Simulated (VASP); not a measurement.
# Tc (P6_3/mmc) in VASP: notebook

Runs on Tc. Level: LDA. Tasks: single point.

All numbers are computed with VASP 6.6.1; they aren't measurements. Logs are shortened: lines on timing, memory, paths and dates and some standing lists are left out, and cuts for length are marked.

## Step 1: The cell of the first run

Symmetry: P6_3/mmc, No. 194, hexagonal system. The conventional cell has a = 2.703 Å, b = 2.703 Å, c = 4.339 Å, α = 90.00°, β = 90.00°, γ = 120.00°. Within 3.5 Å of Tc (site symmetry -6m2) lie 12 Tc at 2.67 to 2.70 Å.

## Step 2: Single point, LDA (13.73 Å³/atom)

INCAR reads:

```
SYSTEM = Tc
  PREC = Accurate
  ENCUT = 520
  EDIFF = 1E-6
  ISMEAR = -1
  SIGMA = 0.08
  LREAL = .FALSE.
  LASPH = .TRUE.
  NELM = 80
  ALGO = Normal
  ISIF = 2
  LWAVE = .FALSE.
  LCHARG = .FALSE.
  GGA = CA
  NBANDS = 20
```

KPOINTS reads:

```
Automatic mesh
0
G
  17 17 9
  0 0 0
```

POSCAR reads:

```
Tc
1.0
    2.7029686016      0.0000000000      0.0000000000
   -1.3514843008      2.3408394746      0.0000000000
    0.0000000000      0.0000000000      4.3385602812
Tc
2
Direct
    0.3333333333      0.6666666667      0.2500000000
    0.6666666667      0.3333333333      0.7500000000
```

Potentials or basis: VASP PAW LDA potentials, release 64 (Tc_pv).

Launch:

```sh
$ cat potpaw_LDA.64/Tc_pv/POTCAR > POTCAR
$ mpirun -np 1 vasp_std > vasp.out
```

OUTCAR:

```text
SYSTEM = Tc
   PREC = Accurate
   ENCUT = 520
   EDIFF = 1E-6
   ISMEAR = -1
   LREAL = .FALSE.
   LASPH = .TRUE.
   NELM = 80
   ISIF = 2
   GGA = CA

 ion  position               nearest neighbor table
   1  0.333  0.667  0.250-   2 2.67   2 2.67   2 2.67   2 2.67   2 2.67   2 2.67
   2  0.667  0.333  0.750-   1 2.67   1 2.67   1 2.67   1 2.67   1 2.67   1 2.67

  LATTYP: Found a hexagonal cell.
 ALAT       =     2.7029686016
 C/A-ratio  =     1.6051093892

  Lattice vectors:

 A1 = (   2.7029686016,   0.0000000000,   0.0000000000)
 A2 = (  -1.3514843008,   2.3408394746,   0.0000000000)
 A3 = (   0.0000000000,   0.0000000000,   4.3385602812)

Analysis of symmetry for initial positions (statically):
=====================================================================
 Subroutine PRICEL returns:
 Original cell was already a primitive cell.

 Routine SETGRP: Setting up the symmetry group for a
 hexagonal supercell.

 Subroutine GETGRP returns: Found 24 space group operations
 (whereof 12 operations were pure point group operations)
 out of a pool of 24 trial point group operations.

The static configuration has the point symmetry D_3d.
 The point group associated with its full space group is D_6h.

Analysis of symmetry for dynamics (positions and initial velocities):
=====================================================================
 Subroutine PRICEL returns:
 Original cell was already a primitive cell.

 Routine SETGRP: Setting up the symmetry group for a
 hexagonal supercell.

 Subroutine GETGRP returns: Found 24 space group operations
 (whereof 12 operations were pure point group operations)
 out of a pool of 24 trial point group operations.

The dynamic configuration has the point symmetry D_3d.
 The point group associated with its full space group is D_6h.

 Subroutine INISYM returns: Found 24 space group operations
 (whereof 12 operations are pure point group operations),
 and found     1 'primitive' translations

----------------------------------------------------------------------------------------

                                     Primitive cell

  volume of cell :      27.4510

  direct lattice vectors                    reciprocal lattice vectors
     2.702968602  0.000000000  0.000000000     0.369963602  0.213598585  0.000000000
    -1.351484301  2.340839475  0.000000000     0.000000000  0.427197170  0.000000000
     0.000000000  0.000000000  4.338560281     0.000000000  0.000000000  0.230491208

  length of vectors
     2.702968602  2.702968602  4.338560281     0.427197170  0.427197170  0.230491208

  position of ions in fractional coordinates (direct lattice)
     0.333333333  0.666666667  0.250000000
     0.666666667  0.333333333  0.750000000

  ion indices of the primitive-cell ions
   primitive index   ion index
                 1           1
                 2           2

----------------------------------------------------------------------------------------

 KPOINTS: Automatic mesh

Automatic generation of k-mesh.
 Grid dimensions read from file:
 generate k-points for:   17   17    9

 Generating k-lattice:

  Cartesian coordinates                     Fractional coordinates (reciprocal lattice)
     0.021762565  0.012564623  0.000000000     0.058823529  0.000000000  0.000000000
     0.000000000  0.025129245  0.000000000     0.000000000  0.058823529  0.000000000
     0.000000000  0.000000000  0.025610134     0.000000000  0.000000000  0.111111111

  Length of vectors
     0.025129245  0.025129245  0.025610134

  Shift w.r.t. Gamma in fractional coordinates (k-lattice)
     0.000000000  0.000000000  0.000000000

 Subroutine IBZKPT returns following result:
 ===========================================

 Found    165 irreducible k-points:

 Following reciprocal coordinates:
            Coordinates               Weight
  0.000000  0.000000  0.000000      1.000000
  0.058824  0.000000  0.000000      6.000000
  0.117647  0.000000  0.000000      6.000000
  0.176471  0.000000  0.000000      6.000000
  0.235294  0.000000  0.000000      6.000000
  0.294118  0.000000  0.000000      6.000000
[... 16 lines left out ...]
  0.411765  0.117647  0.000000     12.000000
  0.176471  0.176471  0.000000      6.000000
 [... further k-points ...]
   k-points           NKPTS =    165   k-points in BZ     NKDIM =    165   number of bands    NBANDS=     20
   number of dos      NEDOS =    301   number of ions     NIONS =      2
   total plane-waves  NPLWV =  12800
   dimension x,y,z NGX =    20 NGY =   20 NGZ =   32
   dimension x,y,z NGXF=    40 NGYF=   40 NGZF=   64
   ions per type =               2
   NGX,Y,Z   is equivalent  to a cutoff of  12.30, 12.30, 12.26 a.u.
   NGXF,Y,Z  is equivalent  to a cutoff of  24.60, 24.60, 24.52 a.u.
 SYSTEM =  Tc
   PREC   = accura    normal or accurate (medium, high low for compatibility)
   ISTART =      0    job   : 0-new  1-cont  2-samecut
   ICHARG =      2    charge: 1-file 2-atom 10-const
   ISPIN  =      1    spin polarized calculation?
   LNONCOLLINEAR =      F non collinear calculations
   LSORBIT =      F    spin-orbit coupling
   LASPH  =      T    aspherical Exc in radial PAW
   ENCUT  =  520.0 eV  38.22 Ry    6.18 a.u.   5.03  5.03  8.07*2*pi/ulx,y,z
   NELM   =     80;   NELMIN=  2; NELMDL= -5     # of ELM steps
   EDIFF  = 0.1E-05   stopping-criterion for ELM
   LREAL  =      F    real-space projection
   EDIFFG = 0.1E-04   stopping-criterion for IOM
   NSW    =      0    number of steps for IOM
   IBRION =     -1    ionic relax: 0-MD 1-quasi-New 2-CG
   NFREE  =      0    steps in history (QN), initial steepest desc. (CG)
   ISIF   =      2    stress and relaxation
   ISYM   =      2    0-nonsym 1-usesym 2-fastsym
   POTIM  = 0.5000    time-step for ionic-motion
   TEBEG  =    0.0;   TEEND  =   0.0 temperature during run
   PSTRESS=    0.0 pullay stress
   NELECT =      26.0000    total number of electrons
   NUPDOWN=      -1.0000    fix difference up-down
   EMIN   =  10.00;   EMAX   =-10.00  energy-range for DOS
   EFERMI =   0.00;   METHOD = LEGACY
   ISMEAR =    -1;   SIGMA  =   0.08  broadening in eV -4-tet -1-fermi 0-gaus
   EFERMI_NEDOS =   21; number of points for ismear=-14 and -15
   IALGO  =     38    algorithm
   IMIX   =      4    mixing-type and parameters
     AMIX     =   0.40;   BMIX     =  1.00
     AMIX_MAG =   1.60;   BMIX_MAG =  1.00
  volume/ion in A,a.u.               =      13.73        92.62
  Fermi-wavevector in a.u.,A,eV,Ry     =   1.607730  3.038170 35.168293  2.584797
  Thomas-Fermi vector in A             =   2.703712
   LORBIT       =      0    0 simple, 1 ext, 2 COOP (PROOUT), +10 PAW based schemes
   GGA     = CA    functional components
   LHFCALC =     F    Hartree Fock is set to
   AEXX    =    0.0000 exact exchange contribution
   IVDW    =     0    specifies the selected vdW correction
   LEPSILON=     F    determine dielectric tensor
   LRPA    =     F    only Hartree local field effects (RPA)
 non-spin polarized calculation
  energy-cutoff  :      520.00
  volume of cell :       27.45
 maximum number of plane-waves:       759
 NGX is ok and might be reduce to    20
   NGX =  9   NGY =  9   NGZ = 17

 number of electron      26.0000009 magnetization

 Free energy of the ion-electron system (eV)
  ---------------------------------------------------
  ext. energy  EPLUGINS =         0.00000000
  ---------------------------------------------------
  free energy    TOTEN  =       -23.48960606 eV

  energy without entropy =      -23.44986220  energy(sigma->0) =      -23.46973413

 E-fermi :  13.2296     XC(G=0): -14.2698

 val. band max:       13.2135035788   @ k =   0.1176   0.0588   0.1111
 cond. band min:      13.2478078223   @ k =   0.3529   0.0588   0.4444
 fundamental gap:      0.0343042435
 Fermi energy:        13.2295776524

 k-point     1 :       0.0000    0.0000    0.0000
  band No.  band energies     occupation
      1     -26.1566      2.00000
      2     -24.8663      2.00000
      3     -24.8663      2.00000
      4     -24.6529      2.00000
      5     -24.6529      2.00000
      6     -24.6135      2.00000
[... 12 lines left out ...]
     19      24.8337      0.00000
     20      27.5867      0.00000

 k-point     2 :       0.0588    0.0000    0.0000
  band No.  band energies     occupation
      1     -26.1403      2.00000
      2     -24.9042      2.00000
      3     -24.8787      2.00000
      4     -24.6921      2.00000
      5     -24.6580      2.00000
      6     -24.6203      2.00000
[... 12 lines left out ...]
     19      24.8202      0.00000
     20      27.8727      0.00000

 k-point     3 :       0.1176    0.0000    0.0000
  band No.  band energies     occupation
      1     -26.0923      2.00000
      2     -25.0122      2.00000
      3     -24.9132      2.00000
      4     -24.8028      2.00000
      5     -24.6732      2.00000
      6     -24.6409      2.00000
[... 12 lines left out ...]
     19      24.7558      0.00000
     20      28.6425      0.00000

 k-point     4 :       0.1765    0.0000    0.0000
  band No.  band energies     occupation
      1     -26.0160      2.00000
      2     -25.1755      2.00000
      3     -24.9663      2.00000
      4     -24.9638      2.00000
      5     -24.6976      2.00000
      6     -24.6755      2.00000
[... 12 lines left out ...]
     19      24.6085      0.00000
     20      29.4668      0.00000

 k-point     5 :       0.2353    0.0000    0.0000
  band No.  band energies     occupation
      1     -25.9166      2.00000
      2     -25.3715      2.00000
      3     -25.1570      2.00000
      4     -25.0227      2.00000
      5     -24.7284      2.00000
      6     -24.7245      2.00000
[... 12 lines left out ...]
     19      24.3928      0.00000
     20      28.9750      0.00000
[... 353 lines left out ...]
      6     -24.8782      2.00000
[... 12 lines left out ...]
     19      24.9242      0.00000
     20      25.3574      0.00000

 k-point    22 :       0.3529    0.1176    0.0000
  band No.  band energies     occupation
      1     -25.8504      2.00000
      2     -25.6200      2.00000
      3     -25.5373      2.00000
      4     -25.2387      2.00000
      5     -24.9574      2.00000
      6     -24.9082      2.00000
[... 12 lines left out ...]
     19      25.0067      0.00000
     20      26.0968      0.00000

 k-point    23 :       0.4118    0.1176    0.0000
  band No.  band energies     occupation
      1     -25.9162      2.00000
      2     -25.6644      2.00000
      3     -25.4637      2.00000
      4     -25.2716      2.00000
      5     -25.0131      2.00000
      6     -24.9243      2.00000
[... 12 lines left out ...]
     19      25.3850      0.00000
     20      25.5050      0.00000

 k-point    24 :       0.1765    0.1765    0.0000
  band No.  band energies     occupation
      1     -25.7747      2.00000
      2     -25.4763      2.00000
      3     -25.4666      2.00000
      4     -25.0719      2.00000
      5     -24.8651      2.00000
      6     -24.8021      2.00000
[... 12 lines left out ...]
     19      24.3282      0.00000
     20      27.8367      0.00000

 [... further k-points ...]
[... 5 lines left out ...]
  --------------------------------------------------------------------------------------
  -------------------------------------------------------------------------------------
  Total        0.3316804      0.3316804      0.0418842      0.0000000      0.0000000     -0.0000000
  in kB       19.3585168     19.3585168      2.4445693      0.0000000      0.0000000     -0.0000000
  external PRESSURE =      13.7205343 kB  Pullay stress =       0.0000000 kB

 VOLUME and BASIS-vectors are now :
 -----------------------------------------------------------------------------
  energy-cutoff  :      520.00
  volume of cell :       27.45
      direct lattice vectors                 reciprocal lattice vectors
     2.702968602  0.000000000  0.000000000     0.369963602  0.213598585  0.000000000
    -1.351484301  2.340839475  0.000000000     0.000000000  0.427197170  0.000000000
     0.000000000  0.000000000  4.338560281     0.000000000  0.000000000  0.230491208

 POSITION                                       TOTAL-FORCE (eV/Angst)
 -----------------------------------------------------------------------------------
     -0.00000      1.56056      1.08464         0.000000     -0.000000      0.000000
      1.35148      0.78028      3.25392        -0.000000      0.000000      0.000000
 -----------------------------------------------------------------------------------
    total drift:                               -0.000000      0.000000     -0.000000

  FREE ENERGIE OF THE ION-ELECTRON SYSTEM (eV)
  ---------------------------------------------------
  free  energy   TOTEN  =       -23.4896060602 eV

  energy  without entropy=      -23.4498622046  energy(sigma->0) =      -23.46973413
```

Run time: 72 s. Hardware: 1 thread of Intel Xeon 8259CL, shared host; peak memory 0.18 GiB.

Results:

```
Free energy            : -23.4896 eV
Pressure               : 1.4 GPa
Band gap on the k mesh : zero (bands 13 and 14 overlap by 3.20 eV)
```

## Step 3: Single point, LDA (equal xx and yy strain of -2 %)

INCAR reads:

```
SYSTEM = Tc
PREC = Accurate
ENCUT = 520
EDIFF = 1E-6
ISMEAR = -1
SIGMA = 0.08
LREAL = .FALSE.
LASPH = .TRUE.
NELM = 100
ALGO = Normal
ISIF = 2
LWAVE = .FALSE.
LCHARG = .FALSE.
GGA = CA
NBANDS = 20
```

KPOINTS is that of step 2.

POSCAR reads:

```
Tc
1.0
    2.6852001670      0.0000000000      0.0000000000
   -1.3426000835      2.3254515589      0.0000000000
    0.0000000000      0.0000000000      4.3980000000
Tc
2
Direct
    0.3333333333      0.6666666667      0.2500000000
    0.6666666667      0.3333333333      0.7500000000
```

Potentials or basis: VASP PAW LDA potentials, release 64 (Tc_pv).

Launch:

```sh
$ cat potpaw_LDA.64/Tc_pv/POTCAR > POTCAR
$ mpirun -np 1 vasp_std > vasp.out
```

It took 90 s on 1 thread of Intel Xeon 8259CL, shared host; peak memory 0.19 GiB.

Results (log left out):

| Item | Value |
| --- | --- |
| Free energy | -23.4767 eV |
| Pressure | 1.3 GPa |
| Band gap on the k mesh | zero (bands 13 and 14 overlap by 3.20 eV) |

Stress tensor (GPa, compression positive):
```
 4.54  0.00  0.00
 0.00  4.54  0.00
 0.00  0.00 -5.06
```

Levels at points of the mesh, in eV from the Fermi level:
| k point | band 11 | band 12 | band 13 | band 14 | band 15 | band 16 |
| --- | --- | --- | --- | --- | --- | --- |
| (0.00, 0.00, 0.00) | -1.65 | -0.94 | -0.94 | 0.01 | 0.01 | 1.58 |

Caveat: the cell differs from its parent crystal (equal xx and yy strain of -2 %); the stress differs along the axes, from -5 to 5 GPa.

[end of part 1 of 2]

The gap in the log of VASP goes by the Fermi energy; the results here count the filled bands.